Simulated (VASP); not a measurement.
# Au in VASP: a series of runs

Runs on Au. Level: LDA. Tasks: single point.

Everything below comes from runs of VASP 6.6.1. Logs are shortened: lines on timing, memory, paths and dates and some standing lists are left out, and cuts for length are marked.

### 1 The cell of the first run

Symmetry: Im-3m, No. 229, cubic system. The conventional cell has a = 3.414 Å, b = 3.414 Å, c = 3.414 Å, α = 90.00°, β = 90.00°, γ = 90.00°. Within 3.9 Å of Au (site symmetry m-3m) lie 14 Au at 2.96 to 3.41 Å.

### 2 Single point, LDA (strain +0.030 along x and y, +0.030 along z)

INCAR reads:

```
PREC = Accurate
ENCUT = 500
EDIFF = 1E-6
ISMEAR = 0
SIGMA = 0.15
LREAL = F
LASPH = T
NELM = 120
ALGO = Normal
ISIF = 2
LWAVE = F
LCHARG = F
GGA = CA
NBANDS = 12
GGA_COMPAT = F
```

KPOINTS reads:

```
regular mesh
0
Gamma
  20 20 20
```

POSCAR reads:

```
Au
1.0
   -1.7069870700      1.7069870700      1.7069870700
    1.7069870700     -1.7069870700      1.7069870700
    1.7069870700      1.7069870700     -1.7069870700
Au
1
Direct
    0.0000000000      0.0000000000      0.0000000000
```

Potentials or basis: VASP PAW LDA potentials, release 64 (Au).

Started as:

```
> cat potpaw_LDA.64/Au/POTCAR > POTCAR
> mpirun -np 1 vasp_std > vasp.out
```

OUTCAR:

```text
PREC = Accurate
   ENCUT = 500
   EDIFF = 1E-6
   ISMEAR = 0
   LREAL = F
   LASPH = T
   NELM = 120
   ISIF = 2
   GGA = CA

 ion  position               nearest neighbor table
   1  0.000  0.000  0.000-

  LATTYP: Found a body centered cubic cell.
 ALAT       =     3.4139741400

  Lattice vectors:

 A1 = (  -1.7069870700,   1.7069870700,   1.7069870700)
 A2 = (   1.7069870700,  -1.7069870700,   1.7069870700)
 A3 = (   1.7069870700,   1.7069870700,  -1.7069870700)

Analysis of symmetry for initial positions (statically):
=====================================================================
 Subroutine PRICEL returns:
 Original cell was already a primitive cell.

 Routine SETGRP: Setting up the symmetry group for a
 body centered cubic supercell.

 Subroutine GETGRP returns: Found 48 space group operations
 (whereof 48 operations were pure point group operations)
 out of a pool of 48 trial point group operations.

The static configuration has the point symmetry O_h .

Analysis of symmetry for dynamics (positions and initial velocities):
=====================================================================
 Subroutine PRICEL returns:
 Original cell was already a primitive cell.

 Routine SETGRP: Setting up the symmetry group for a
 body centered cubic supercell.

 Subroutine GETGRP returns: Found 48 space group operations
 (whereof 48 operations were pure point group operations)
 out of a pool of 48 trial point group operations.

The dynamic configuration has the point symmetry O_h .

 Subroutine INISYM returns: Found 48 space group operations
 (whereof 48 operations are pure point group operations),
 and found     1 'primitive' translations

----------------------------------------------------------------------------------------

                                     Primitive cell

  volume of cell :      19.8953

  direct lattice vectors                    reciprocal lattice vectors
    -1.706987070  1.706987070  1.706987070     0.000000000  0.292913759  0.292913759
     1.706987070 -1.706987070  1.706987070     0.292913759  0.000000000  0.292913759
     1.706987070  1.706987070 -1.706987070     0.292913759  0.292913759  0.000000000

  length of vectors
     2.956588333  2.956588333  2.956588333     0.414242611  0.414242611  0.414242611

  position of ions in fractional coordinates (direct lattice)
     0.000000000  0.000000000  0.000000000

  ion indices of the primitive-cell ions
   primitive index   ion index
                 1           1

----------------------------------------------------------------------------------------

 KPOINTS: regular mesh

Automatic generation of k-mesh.
 Grid dimensions read from file:
 generate k-points for:   20   20   20

 Generating k-lattice:

  Cartesian coordinates                     Fractional coordinates (reciprocal lattice)
     0.000000000  0.014645688  0.014645688     0.050000000  0.000000000  0.000000000
     0.014645688  0.000000000  0.014645688     0.000000000  0.050000000  0.000000000
     0.014645688  0.014645688  0.000000000     0.000000000  0.000000000  0.050000000

  Length of vectors
     0.020712131  0.020712131  0.020712131

  Shift w.r.t. Gamma in fractional coordinates (k-lattice)
     0.000000000  0.000000000  0.000000000

 Subroutine IBZKPT returns following result:
 ===========================================

 Found    256 irreducible k-points:

 Following reciprocal coordinates:
            Coordinates               Weight
  0.000000  0.000000  0.000000      1.000000
  0.050000  0.000000  0.000000     12.000000
  0.100000  0.000000  0.000000     12.000000
  0.150000  0.000000  0.000000     12.000000
  0.200000  0.000000  0.000000     12.000000
  0.250000  0.000000  0.000000     12.000000
[... 16 lines left out ...]
  0.200000  0.100000  0.000000     48.000000
  0.250000  0.100000  0.000000     48.000000
 [... further k-points ...]
   k-points           NKPTS =    256   k-points in BZ     NKDIM =    256   number of bands    NBANDS=     12
   number of dos      NEDOS =    301   number of ions     NIONS =      1
   total plane-waves  NPLWV =  13824
   dimension x,y,z NGX =    24 NGY =   24 NGZ =   24
   dimension x,y,z NGXF=    48 NGYF=   48 NGZF=   48
   ions per type =               1
   NGX,Y,Z   is equivalent  to a cutoff of  13.49, 13.49, 13.49 a.u.
   NGXF,Y,Z  is equivalent  to a cutoff of  26.99, 26.99, 26.99 a.u.
 SYSTEM =  unknown system
   PREC   = accura    normal or accurate (medium, high low for compatibility)
   ISTART =      0    job   : 0-new  1-cont  2-samecut
   ICHARG =      2    charge: 1-file 2-atom 10-const
   ISPIN  =      1    spin polarized calculation?
   LNONCOLLINEAR =      F non collinear calculations
   LSORBIT =      F    spin-orbit coupling
   LASPH  =      T    aspherical Exc in radial PAW
   ENCUT  =  500.0 eV  36.75 Ry    6.06 a.u.   5.39  5.39  5.39*2*pi/ulx,y,z
   NELM   =    120;   NELMIN=  2; NELMDL= -5     # of ELM steps
   EDIFF  = 0.1E-05   stopping-criterion for ELM
   LREAL  =      F    real-space projection
   EDIFFG = 0.1E-04   stopping-criterion for IOM
   NSW    =      0    number of steps for IOM
   IBRION =     -1    ionic relax: 0-MD 1-quasi-New 2-CG
   NFREE  =      0    steps in history (QN), initial steepest desc. (CG)
   ISIF   =      2    stress and relaxation
   ISYM   =      2    0-nonsym 1-usesym 2-fastsym
   POTIM  = 0.5000    time-step for ionic-motion
   TEBEG  =    0.0;   TEEND  =   0.0 temperature during run
   PSTRESS=    0.0 pullay stress
   NELECT =      11.0000    total number of electrons
   NUPDOWN=      -1.0000    fix difference up-down
   EMIN   =  10.00;   EMAX   =-10.00  energy-range for DOS
   EFERMI =   0.00;   METHOD = LEGACY
   ISMEAR =     0;   SIGMA  =   0.15  broadening in eV -4-tet -1-fermi 0-gaus
   EFERMI_NEDOS =   21; number of points for ismear=-14 and -15
   IALGO  =     38    algorithm
   IMIX   =      4    mixing-type and parameters
     AMIX     =   0.40;   BMIX     =  1.00
     AMIX_MAG =   1.60;   BMIX_MAG =  1.00
  volume/ion in A,a.u.               =      19.90       134.26
  Fermi-wavevector in a.u.,A,eV,Ry     =   1.343658  2.539146 24.564197  1.805418
  Thomas-Fermi vector in A             =   2.471715
   LORBIT       =      0    0 simple, 1 ext, 2 COOP (PROOUT), +10 PAW based schemes
   GGA     = CA    functional components
   LHFCALC =     F    Hartree Fock is set to
   AEXX    =    0.0000 exact exchange contribution
   IVDW    =     0    specifies the selected vdW correction
   LEPSILON=     F    determine dielectric tensor
   LRPA    =     F    only Hartree local field effects (RPA)
 non-spin polarized calculation
 Gauss-broadening in eV      SIGMA  =   0.15
  energy-cutoff  :      500.00
  volume of cell :       19.90
 maximum number of plane-waves:       531
 NGX is ok and might be reduce to    24
   NGX = 11   NGY = 11   NGZ = 11

 number of electron      11.0000001 magnetization

 Free energy of the ion-electron system (eV)
  ---------------------------------------------------
  ext. energy  EPLUGINS =         0.00000000
  ---------------------------------------------------
  free energy    TOTEN  =        -4.17677089 eV

  energy without entropy =       -4.17229735  energy(sigma->0) =       -4.17453412

 E-fermi :   6.9162     XC(G=0): -12.1059

 val. band max:        6.8354023187   @ k =   0.5000   0.0000   0.0000
 cond. band min:       6.9221913685   @ k =   0.4000   0.0500   0.0500
 fundamental gap:      0.0867890498
 Fermi energy:         6.9161531610

 k-point     1 :       0.0000    0.0000    0.0000
  band No.  band energies     occupation
      1      -1.5037      2.00000
      2       2.7673      2.00000
      3       2.7673      2.00000
      4       2.7673      2.00000
      5       4.2988      2.00000
      6       4.2988      2.00000
      7      23.2436      0.00000
      8      23.2436      0.00000
      9      23.2436      0.00000
     10      28.3797      0.00000
     11      28.3797      0.00000
     12      28.3797      0.00000

 k-point     2 :       0.0500    0.0000    0.0000
  band No.  band energies     occupation
      1      -1.4230      2.00000
      2       2.7448      2.00000
      3       2.7705      2.00000
      4       2.8193      2.00000
      5       4.2721      2.00000
      6       4.3003      2.00000
      7      23.1830      0.00000
      8      23.2538      0.00000
      9      23.3340      0.00000
     10      27.5134      0.00000
     11      27.6671      0.00000
     12      28.0663      0.00000

 k-point     3 :       0.1000    0.0000    0.0000
  band No.  band energies     occupation
      1      -1.1853      2.00000
      2       2.6801      2.00000
      3       2.7785      2.00000
      4       2.9727      2.00000
      5       4.2033      2.00000
      6       4.3053      2.00000
      7      22.8195      0.00000
      8      23.2001      0.00000
      9      23.5977      0.00000
     10      26.1379      0.00000
     11      26.7533      0.00000
     12      27.2324      0.00000

 k-point     4 :       0.1500    0.0000    0.0000
  band No.  band energies     occupation
      1      -0.8060      2.00000
      2       2.5812      2.00000
      3       2.7910      2.00000
      4       3.2201      2.00000
      5       4.1219      2.00000
      6       4.3144      2.00000
      7      21.6804      0.00000
      8      22.8584      0.00000
      9      24.0130      0.00000
     10      25.3782      0.00000
     11      26.0833      0.00000
     12      26.3620      0.00000

 k-point     5 :       0.2000    0.0000    0.0000
  band No.  band energies     occupation
      1      -0.3208      2.00000
      2       2.4596      2.00000
      3       2.8260      2.00000
      4       3.5484      2.00000
      5       4.0631      2.00000
      6       4.3285      2.00000
      7      19.8702      0.00000
      8      22.1697      0.00000
      9      24.5446      0.00000
     10      24.7929      0.00000
     11      25.2913      0.00000
     12      26.6283      0.00000

 k-point     6 :       0.2500    0.0000    0.0000
  band No.  band energies     occupation
      1       0.1940      2.00000
      2       2.3285      2.00000
      3       2.9523      2.00000
      4       3.9375      2.00000
      5       4.0494      2.00000
      6       4.3478      2.00000
      7      17.8467      0.00000
      8      21.3516      0.00000
      9      23.4859      0.00000
     10      25.1438      0.00000
     11      25.4693      0.00000
     12      27.3572      0.00000

 k-point     7 :       0.3000    0.0000    0.0000
  band No.  band energies     occupation
      1       0.6085      2.00000
      2       2.2010      2.00000
      3       3.3018      2.00000
      4       4.0864      2.00000
      5       4.3581      2.00000
      6       4.3709      2.00000
      7      15.8100      0.00000
      8      20.5768      0.00000
      9      22.2562      0.00000
     10      25.7329      0.00000
     11      25.7519      0.00000
     12      28.3832      0.00000

 k-point     8 :       0.3500    0.0000    0.0000
  band No.  band energies     occupation
      1       0.8261      2.00000
      2       2.0888      2.00000
      3       3.8859      2.00000
      4       4.2545      2.00000
      5       4.3951      2.00000
      6       4.7709      2.00000
      7      13.8420      0.00000
      8      19.9259      0.00000
      9      21.1833      0.00000
     10      26.0154      0.00000
     11      26.3053      0.00000
     12      29.6216      0.00000
[... 166 lines left out ...]
 k-point    20 :       0.4500    0.0500    0.0000
  band No.  band energies     occupation
      1       0.9375      2.00000
      2       1.9472      2.00000
      3       4.1570      2.00000
      4       4.3758      2.00000
      5       5.2497      2.00000
      6       6.9270      0.91818
      7       9.8367      0.00000
      8      18.9200      0.00000
      9      19.4593      0.00000
     10      26.7370      0.00000
     11      27.2364      0.00000
     12      28.8997      0.00000

 k-point    21 :       0.1000    0.1000    0.0000
  band No.  band energies     occupation
      1      -0.5843      2.00000
      2       2.5939      2.00000
      3       2.6808      2.00000
      4       3.4169      2.00000
      5       4.0621      2.00000
      6       4.3417      2.00000
      7      21.7392      0.00000
      8      21.8299      0.00000
      9      23.9816      0.00000
     10      23.9945      0.00000
     11      26.3413      0.00000
     12      27.4323      0.00000

 k-point    22 :       0.1500    0.1000    0.0000
  band No.  band energies     occupation
      1      -0.1086      2.00000
      2       2.4954      2.00000
      3       2.6579      2.00000
      4       3.7835      2.00000
      5       4.0008      2.00000
      6       4.3729      2.00000
      7      19.8870      0.00000
      8      21.1334      0.00000
      9      23.0897      0.00000
     10      24.3774      0.00000
     11      26.7146      0.00000
     12      27.6902      0.00000

 k-point    23 :       0.2000    0.1000    0.0000
  band No.  band energies     occupation
      1       0.4017      2.00000
      2       2.3707      2.00000
      3       2.7192      2.00000
      4       3.9816      2.00000
      5       4.2194      2.00000
      6       4.4182      2.00000
      7      17.8599      0.00000
      8      20.4052      0.00000
      9      22.1853      0.00000
     10      24.8758      0.00000
     11      27.2426      0.00000
     12      27.9172      0.00000

 k-point    24 :       0.2500    0.1000    0.0000
  band No.  band energies     occupation
      1       0.8153      2.00000
      2       2.2464      2.00000
      3       2.9585      2.00000
      4       4.0164      2.00000
      5       4.4117      2.00000
      6       4.7781      2.00000
      7      15.8433      0.00000
      8      19.6915      0.00000
      9      21.3103      0.00000
     10      25.4108      0.00000
     11      27.5801      0.00000
     12      28.3634      0.00000

 [... further k-points ...]
[... 5 lines left out ...]
  --------------------------------------------------------------------------------------
  -------------------------------------------------------------------------------------
  Total       -2.4993576     -2.4993576     -2.4993576      0.0000000      0.0000000     -0.0000000
  in kB     -201.2742824   -201.2742824   -201.2742824      0.0000000      0.0000000     -0.0000000
  external PRESSURE =    -201.2742824 kB  Pullay stress =       0.0000000 kB

 VOLUME and BASIS-vectors are now :
 -----------------------------------------------------------------------------
  energy-cutoff  :      500.00
  volume of cell :       19.90
      direct lattice vectors                 reciprocal lattice vectors
    -1.706987070  1.706987070  1.706987070     0.000000000  0.292913759  0.292913759
     1.706987070 -1.706987070  1.706987070     0.292913759  0.000000000  0.292913759
     1.706987070  1.706987070 -1.706987070     0.292913759  0.292913759  0.000000000

 POSITION                                       TOTAL-FORCE (eV/Angst)
 -----------------------------------------------------------------------------------
      0.00000      0.00000      0.00000         0.000000      0.000000      0.000000
 -----------------------------------------------------------------------------------
    total drift:                               -0.000000      0.000000      0.000000

  FREE ENERGIE OF THE ION-ELECTRON SYSTEM (eV)
  ---------------------------------------------------
  free  energy   TOTEN  =        -4.1767708923 eV

  energy  without entropy=       -4.1722973525  energy(sigma->0) =       -4.17453412
```

Run time: 29 s. Hardware: 1 thread of AMD EPYC 9R45 (Zen 5), shared host; peak memory 0.14 GiB.

Results:

```
Free energy : -4.1768 eV
Pressure    : -20.1 GPa
```

Caveat: the cell differs from its parent crystal (strain +0.030 along x and y, +0.030 along z); spin-orbit coupling is left out, which moves the levels of the heavy elements.

[end of part 1 of 2]
